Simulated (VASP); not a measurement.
# SiGeO4 (P1) in VASP: notebook, part 2 of 2

VASP 6.6.1. Earlier steps stand in the parts before.

### 3 Single point, PBEsol

INCAR

```
SYSTEM = SiGeO4
PREC = Accurate ; ENCUT = 600
EDIFF = 1E-6 ; ISMEAR = -1
SIGMA = 0.05 ; LREAL = .FALSE.
LASPH = .TRUE. ; NELM = 120
ALGO = Normal ; ISIF = 2
LWAVE = .FALSE. ; LCHARG = .FALSE.
GGA = PS ; NBANDS = 54
GGA_COMPAT = .FALSE.
```

KPOINTS

```
Automatic mesh
0
Gamma
  2 2 2
  0.5 0.5 0.5
```

POSCAR

```
SiGeO4
1.0
    4.2971250000      0.0000000000      0.0000000000
    0.0000000000      4.2971250000      0.0000000000
    0.0000000000      0.0000000000      5.5381150000
Si Ge O
2 2 8
Direct
    0.0004660000      0.0096240000      0.0043320000
    0.4965450000      0.4841340000      0.7517470000
    0.0008400000      0.9921990000      0.5006660000
    0.4979930000      0.5110110000      0.2569350000
    0.2919630000      0.3050600000      0.9935740000
    0.3042690000      0.3023710000      0.5173930000
    0.6937620000      0.6887220000      0.0028600000
    0.7128600000      0.6970780000      0.5046840000
    0.1903150000      0.8023460000      0.2421490000
    0.1989640000      0.8159880000      0.7604020000
    0.8084460000      0.1965640000      0.2511500000
    0.8147250000      0.1943850000      0.7593910000
```

Potentials or basis: VASP PAW PBE potentials, release 64 (Si, Ge_d, O).

Command:

```bash
$ cat potpaw_PBE.64/Si/POTCAR potpaw_PBE.64/Ge_d/POTCAR potpaw_PBE.64/O/POTCAR > POTCAR
$ mpirun -np 1 vasp_std > vasp.out
```

OUTCAR:

```text
SYSTEM = SiGeO4
   PREC = Accurate
   ENCUT = 600
   EDIFF = 1E-6
   ISMEAR = -1
   LREAL = .FALSE.
   LASPH = .TRUE.
   NELM = 120
   ISIF = 2
   GGA = PS

 ion  position               nearest neighbor table
   1  0.000  0.010  0.004-  12 1.76   5 1.78   9 1.79  11 1.79  10 1.80   7 1.91   3 2.75   3 2.79

   2  0.497  0.484  0.752-   6 1.73   5 1.78  12 1.85   7 1.85   8 1.89  10 1.92   4 2.74   4 2.80

   3  0.001  0.992  0.501-   8 1.77  11 1.83  10 1.84   9 1.84  12 1.86   6 1.87   1 2.75   1 2.79

   4  0.498  0.511  0.257-   7 1.81   9 1.82   8 1.84   6 1.89  11 1.90   5 1.92   2 2.74   2 2.80

   5  0.292  0.305  0.994-   2 1.78   1 1.78   4 1.92
   6  0.304  0.302  0.517-   2 1.73   3 1.87   4 1.89
   7  0.694  0.689  0.003-   4 1.81   2 1.85   1 1.91
   8  0.713  0.697  0.505-   3 1.77   4 1.84   2 1.89
   9  0.190  0.802  0.242-   1 1.79   4 1.82   3 1.84
  10  0.199  0.816  0.760-   1 1.80   3 1.84   2 1.92
  11  0.808  0.197  0.251-   1 1.79   3 1.83   4 1.90
  12  0.815  0.194  0.759-   1 1.76   2 1.85   3 1.86

  LATTYP: Found a simple tetragonal cell.
 ALAT       =     4.2971250000
 C/A-ratio  =     1.2887954155

  Lattice vectors:

 A1 = (   4.2971250000,   0.0000000000,   0.0000000000)
 A2 = (   0.0000000000,   4.2971250000,   0.0000000000)
 A3 = (   0.0000000000,   0.0000000000,   5.5381150000)

Analysis of symmetry for initial positions (statically):
=====================================================================
 Subroutine PRICEL returns:
 Original cell was already a primitive cell.

 Routine SETGRP: Setting up the symmetry group for a
 simple tetragonal supercell.

 Subroutine GETGRP returns: Found  1 space group operations
 (whereof  1 operations were pure point group operations)
 out of a pool of 16 trial point group operations.

The static configuration has the point symmetry C_1 .

Analysis of symmetry for dynamics (positions and initial velocities):
=====================================================================
 Subroutine PRICEL returns:
 Original cell was already a primitive cell.

 Routine SETGRP: Setting up the symmetry group for a
 simple tetragonal supercell.

 Subroutine GETGRP returns: Found  1 space group operations
 (whereof  1 operations were pure point group operations)
 out of a pool of 16 trial point group operations.

The dynamic configuration has the point symmetry C_1 .

 Subroutine INISYM returns: Found  1 space group operations
 (whereof  1 operations are pure point group operations),
 and found     1 'primitive' translations

----------------------------------------------------------------------------------------

                                     Primitive cell

  volume of cell :     102.2629

  direct lattice vectors                    reciprocal lattice vectors
     4.297125000  0.000000000  0.000000000     0.232713733  0.000000000  0.000000000
     0.000000000  4.297125000  0.000000000     0.000000000  0.232713733  0.000000000
     0.000000000  0.000000000  5.538115000     0.000000000  0.000000000  0.180566854

  length of vectors
     4.297125000  4.297125000  5.538115000     0.232713733  0.232713733  0.180566854

  position of ions in fractional coordinates (direct lattice)
     0.000466000  0.009624000  0.004332000
[... 60 lines left out ...]
   number of dos      NEDOS =    301   number of ions     NIONS =     12
   total plane-waves  NPLWV =  62208
   dimension x,y,z NGX =    36 NGY =   36 NGZ =   48
   dimension x,y,z NGXF=    72 NGYF=   72 NGZF=   96
   ions per type =               2   2   8
   NGX,Y,Z   is equivalent  to a cutoff of  13.93, 13.93, 14.41 a.u.
   NGXF,Y,Z  is equivalent  to a cutoff of  27.86, 27.86, 28.82 a.u.
 SYSTEM =  SiGeO4
   PREC   = accura    normal or accurate (medium, high low for compatibility)
   ISTART =      0    job   : 0-new  1-cont  2-samecut
   ICHARG =      2    charge: 1-file 2-atom 10-const
   ISPIN  =      1    spin polarized calculation?
   LNONCOLLINEAR =      F non collinear calculations
   LSORBIT =      F    spin-orbit coupling
   LASPH  =      T    aspherical Exc in radial PAW
   ENCUT  =  600.0 eV  44.10 Ry    6.64 a.u.   8.58  8.58 11.06*2*pi/ulx,y,z
   NELM   =    120;   NELMIN=  2; NELMDL= -5     # of ELM steps
   EDIFF  = 0.1E-05   stopping-criterion for ELM
   LREAL  =      F    real-space projection
   EDIFFG = 0.1E-04   stopping-criterion for IOM
   NSW    =      0    number of steps for IOM
   IBRION =     -1    ionic relax: 0-MD 1-quasi-New 2-CG
   NFREE  =      0    steps in history (QN), initial steepest desc. (CG)
   ISIF   =      2    stress and relaxation
   ISYM   =      2    0-nonsym 1-usesym 2-fastsym
   POTIM  = 0.5000    time-step for ionic-motion
   TEBEG  =    0.0;   TEEND  =   0.0 temperature during run
   PSTRESS=    0.0 pullay stress
   NELECT =      84.0000    total number of electrons
   NUPDOWN=      -1.0000    fix difference up-down
   EMIN   =  10.00;   EMAX   =-10.00  energy-range for DOS
   EFERMI =   0.00;   METHOD = LEGACY
   ISMEAR =    -1;   SIGMA  =   0.05  broadening in eV -4-tet -1-fermi 0-gaus
   EFERMI_NEDOS =   21; number of points for ismear=-14 and -15
   IALGO  =     38    algorithm
   IMIX   =      4    mixing-type and parameters
     AMIX     =   0.40;   BMIX     =  1.00
     AMIX_MAG =   1.60;   BMIX_MAG =  1.00
  volume/ion in A,a.u.               =       8.52        57.51
  Fermi-wavevector in a.u.,A,eV,Ry     =   1.533188  2.897304 31.982725  2.350664
  Thomas-Fermi vector in A             =   2.640289
   LORBIT       =      0    0 simple, 1 ext, 2 COOP (PROOUT), +10 PAW based schemes
   GGA     = PS    functional components
   LHFCALC =     F    Hartree Fock is set to
   AEXX    =    0.0000 exact exchange contribution
   IVDW    =     0    specifies the selected vdW correction
   LEPSILON=     F    determine dielectric tensor
   LRPA    =     F    only Hartree local field effects (RPA)
 non-spin polarized calculation
  energy-cutoff  :      600.00
  volume of cell :      102.26
 maximum number of plane-waves:      3406
 NGX is ok and might be reduce to    36
   NGX = 17   NGY = 17   NGZ = 23

 number of electron      84.0000003 magnetization

 Free energy of the ion-electron system (eV)
  ---------------------------------------------------
  ext. energy  EPLUGINS =         0.00000000
  ---------------------------------------------------
  free energy    TOTEN  =       -89.29983559 eV

  energy without entropy =      -89.29983559  energy(sigma->0) =      -89.29983559

 E-fermi :   7.5828     XC(G=0): -12.5121

 val. band max:        6.3557118442   @ k =  -0.2500  -0.2500   0.2500
 cond. band min:      11.8167770860   @ k =   0.2500   0.2500   0.2500
 fundamental gap:      5.4610652417
 Fermi energy:         7.5828421867

 k-point     1 :       0.2500    0.2500    0.2500
  band No.  band energies     occupation
      1     -17.5779      2.00000
      2     -17.5048      2.00000
      3     -17.3453      2.00000
      4     -17.3276      2.00000
      5     -17.1997      2.00000
      6     -17.1759      2.00000
[... 217 lines left out ...]
     53      18.8663      0.00000
     54      18.9283      0.00000

------------------------ aborting loop because EDIFF is reached ----------------------------------------

  FORCE on cell =-STRESS in cart. coord.  units (eV):
  Direction    XX          YY          ZZ          XY          YZ          ZX
  --------------------------------------------------------------------------------------
  -------------------------------------------------------------------------------------
  Total        2.7110639      2.9133388      3.9701054      0.4715746     -0.0869437      0.5145935
  in kB       42.4749024     45.6439927     62.2006149      7.3882750     -1.3621688      8.0622629
  external PRESSURE =      50.1065033 kB  Pullay stress =       0.0000000 kB

 VOLUME and BASIS-vectors are now :
 -----------------------------------------------------------------------------
  energy-cutoff  :      600.00
  volume of cell :      102.26
      direct lattice vectors                 reciprocal lattice vectors
     4.297125000  0.000000000  0.000000000     0.232713733  0.000000000  0.000000000
     0.000000000  4.297125000  0.000000000     0.000000000  0.232713733  0.000000000
     0.000000000  0.000000000  5.538115000     0.000000000  0.000000000  0.180566854

 POSITION                                       TOTAL-FORCE (eV/Angst)
 -----------------------------------------------------------------------------------
      0.00200      0.04136      0.02399        -0.114563     -0.636695     -0.920147
      2.13372      2.08038      4.16326         0.671308      1.113302      1.611221
      0.00361      4.26360      2.77275         0.488330      0.759833      1.061673
      2.13994      2.19588      1.42294         0.193167     -0.979141     -1.014072
      1.25460      1.31088      5.50253         0.589617     -0.034957      0.240947
      1.30748      1.29933      2.86538         1.256706      1.301883     -0.559188
      2.98118      2.95952      0.01584         0.625155      0.768620     -1.620015
      3.06325      2.99543      2.79500        -2.710933     -2.207469      1.375415
      0.81781      3.44778      1.34105        -0.396688      0.968777     -0.259645
      0.85497      3.50640      4.21119         0.965455     -1.525571      0.512181
      3.47399      0.84466      1.39090         0.240491     -0.506387     -1.025058
      3.50098      0.83530      4.20559        -1.808047      0.977804      0.596688
 -----------------------------------------------------------------------------------
    total drift:                                0.000134      0.000135     -0.000045

  FREE ENERGIE OF THE ION-ELECTRON SYSTEM (eV)
  ---------------------------------------------------
  free  energy   TOTEN  =       -89.2998355872 eV

  energy  without entropy=      -89.2998355872  energy(sigma->0) =      -89.29983559
```

Run time: 38 s. Hardware: 1 thread of Intel Xeon 6975P-C (Granite Rapids), shared host; peak memory 0.24 GiB.

Results:

| Quantity | Value |
| --- | --- |
| Free energy | -89.2998 eV |
| Pressure | 5.0 GPa |
| Largest force | 3.757 eV/Å |
| Band gap on the k mesh | 5.46 eV, indirect (the least direct gap lies 4.4 meV higher) |

Forces in eV/Å, atoms in the order of the input:
```
Si  -0.115 -0.637 -0.920
Si   0.671  1.113  1.611
Ge   0.488  0.760  1.062
Ge   0.193 -0.979 -1.014
O    0.590 -0.035  0.241
O    1.257  1.302 -0.559
O    0.625  0.769 -1.620
O   -2.711 -2.207  1.375
O   -0.397  0.969 -0.260
O    0.965 -1.526  0.512
O    0.240 -0.506 -1.025
O   -1.808  0.978  0.597
```

Stress tensor (GPa, compression positive):
```
 4.25  0.74  0.81
 0.74  4.56 -0.14
 0.81 -0.14  6.22
```

Levels at points of the mesh, in eV from the valence-band top:
```tsv
k point	band 39	band 40	band 41	band 42	band 43	band 44	band 45	band 46
(0.25, 0.25, 0.25)	-1.23	-0.89	-0.56	0.00	5.46	6.82	7.38	8.41
```

Caveat: the k points lie up to 0.73 Å⁻¹ apart; the PAW data sets were made with another functional, which shifts forces and pressure a little.

### 4 Single point, PBE

INCAR

```
PREC = Accurate
ENCUT = 600
EDIFF = 1E-6
ISMEAR = -1
SIGMA = 0.05
LREAL = F
LASPH = T
NELM = 120
ALGO = Normal
ISIF = 2
LWAVE = F
LCHARG = F
GGA = PE
NBANDS = 54
GGA_COMPAT = F
```

KPOINTS is that of step 3.

POSCAR is that of step 3.

Command:

```bash
$ cat potpaw_PBE.64/Si/POTCAR potpaw_PBE.64/Ge_d/POTCAR potpaw_PBE.64/O/POTCAR > POTCAR
$ mpirun -np 1 vasp_std > vasp.out
```

Run time: 41 s. Hardware: 1 thread of Intel Xeon 6975P-C (Granite Rapids), shared host; peak memory 0.24 GiB.

Results (log left out):

| Quantity | Value |
| --- | --- |
| Free energy | -83.7633 eV |
| Pressure | 12.2 GPa |
| Largest force | 3.850 eV/Å |
| Band gap on the k mesh | 5.51 eV, indirect (the least direct gap lies 4.5 meV higher) |

Forces in eV/Å, atoms in the order of the input:
```
Si  -0.109 -0.626 -0.933
Si   0.663  1.098  1.622
Ge   0.501  0.770  1.069
Ge   0.183 -1.008 -1.017
O    0.551 -0.090  0.188
O    1.301  1.342 -0.488
O    0.695  0.842 -1.724
O   -2.759 -2.250  1.466
O   -0.411  0.997 -0.342
O    1.042 -1.604  0.593
O    0.239 -0.517 -1.117
O   -1.897  1.046  0.683
```

Stress tensor (GPa, compression positive):
```
11.37  0.77  0.81
 0.77 11.69 -0.15
 0.81 -0.15 13.67
```

Levels at points of the mesh, in eV from the valence-band top:
```csv
k point,band 39,band 40,band 41,band 42,band 43,band 44,band 45,band 46
"(0.25, 0.25, 0.25)",-1.22,-0.89,-0.55,0.00,5.51,6.88,7.44,8.51
```

Caveat: the k points lie up to 0.73 Å⁻¹ apart; forces of over 1 eV/Å act on the atoms, so gaps and moduli don't describe the material at rest. A k mesh can miss the band edges.

### 5 The runs side by side

| level | k mesh | smearing | gap on the mesh (eV) | pressure (GPa) | largest force (eV/Å) |
| --- | --- | --- | --- | --- | --- |
| PBEsol | 1 × 1 × 1 | gaussian 0.01 eV | 3.18 | -3.2 | 3.52 |
| PBEsol | 2 × 2 × 2, shifted | fermi-dirac 0.05 eV | 5.46 | 5.0 | 3.76 |
| PBE | 2 × 2 × 2, shifted | fermi-dirac 0.05 eV | 5.51 | 12.2 | 3.85 |

Alike in all rows: task single point; potentials or basis VASP PAW PBE potentials, release 64 (Si, Ge_d, O); no spin polarisation; cell as given; cutoff (eV) 600.

Caveats: all runs use coarse meshes; the PAW data sets were made with another functional, which shifts forces and pressure a little (some runs); forces of over 1 eV/Å act on the atoms, so gaps and moduli don't describe the material at rest (some runs).

Absolute energies hang on the potentials; compare differences alone.
